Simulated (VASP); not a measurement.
Mn3Si: single point with r2SCAN

The system is Mn3Si.

```xyz
8
Lattice="0.0000 5.7220 5.7220 2.8610 0.0000 2.8610 2.8610 2.8610 0.0000" Properties=species:S:1:pos:R:3 pbc="T T T"
Mn    2.8610    2.8610    2.8610
Mn    1.4305    1.4305    1.4305
Mn    4.2915    4.2915    4.2915
Mn    2.8610    5.7220    5.7220
Mn    1.4305    4.2915    4.2915
Mn    4.2915    7.1525    7.1525
Si    0.0000    0.0000    0.0000
Si    0.0000    2.8610    2.8610
```

```yaml
Program: VASP 6.6.1
Task: single point
Functional: r2SCAN
Potentials_or_basis: VASP PAW PBE potentials, release 64 (Mn_pv, Si)
Cutoff: 520 eV
k_mesh: 4 × 8 × 8
Occupations: fermi-dirac, width 0.05 eV
Spin: collinear spin, antiferromagnetic start
Starting_moments: "[4.5, 4.5, -4.5, -4.5, 4.5, -4.5, 0.0, 0.0] μB"
```

| Item | Value |
| --- | --- |
| Pressure | -6.2 GPa |
| Band gap on the k mesh | zero (filled and empty bands overlap) |
| Net moment | 0.00 μB per cell |
| Site moments | Mn +3.01, -1.65, -3.01, +1.65 (each value once); Si +0.00 μB |
| Valence electrons inside the program's atomic spheres | Mn 11.81, 11.92 (each value once); Si 1.63 |

Stress tensor (GPa, compression positive):
```
-6.24  2.09  2.09
 2.09 -6.24 -2.09
 2.09 -2.09 -6.24
```

Levels at points of the mesh, in eV from the Fermi level:
Spin up:
| k point | band 40 | band 41 | band 42 | band 43 | band 44 | band 45 | band 46 | band 47 |
| --- | --- | --- | --- | --- | --- | --- | --- | --- |
| (0.00, 0.00, 0.00) | -0.64 | -0.64 | -0.18 | 0.37 | 0.37 | 0.88 | 0.88 | 1.25 |
| (0.50, 0.00, 0.00) | -0.27 | -0.27 | -0.16 | -0.16 | 0.15 | 0.89 | 0.89 | 1.46 |
| (0.00, 0.50, 0.00) | -1.30 | -1.10 | -0.30 | -0.07 | -0.01 | 0.35 | 0.47 | 0.57 |
| (0.50, 0.50, 0.00) | -1.26 | -1.12 | -0.71 | -0.52 | 0.41 | 0.50 | 0.63 | 1.03 |
Spin down:
| k point | band 39 | band 40 | band 41 | band 42 | band 43 | band 44 | band 45 | band 46 | band 47 | band 48 |
| --- | --- | --- | --- | --- | --- | --- | --- | --- | --- | --- |
| (0.00, 0.00, 0.00) | -1.12 | -0.64 | -0.64 | -0.18 | 0.37 | 0.37 | 0.88 | 0.88 | 1.25 | 1.25 |
| (0.50, 0.00, 0.00) | -1.06 | -0.27 | -0.27 | -0.16 | -0.16 | 0.15 | 0.89 | 0.89 | 1.46 | 1.46 |
| (0.00, 0.50, 0.00) | -1.47 | -1.30 | -1.10 | -0.30 | -0.07 | -0.01 | 0.35 | 0.47 | 0.57 | 1.05 |
| (0.50, 0.50, 0.00) | -1.44 | -1.26 | -1.12 | -0.71 | -0.52 | 0.41 | 0.50 | 0.63 | 1.03 | 1.07 |

Wall time 70 min on 1 thread of Oxide Virtual Turin-like Processor, on a shared host, peak memory 0.43 GiB.

Caveat: the cell stands under tension; the antiferromagnetic order is the one typed at the start, and another may lie lower; the PAW data sets were made with another functional, which shifts forces and pressure a little.
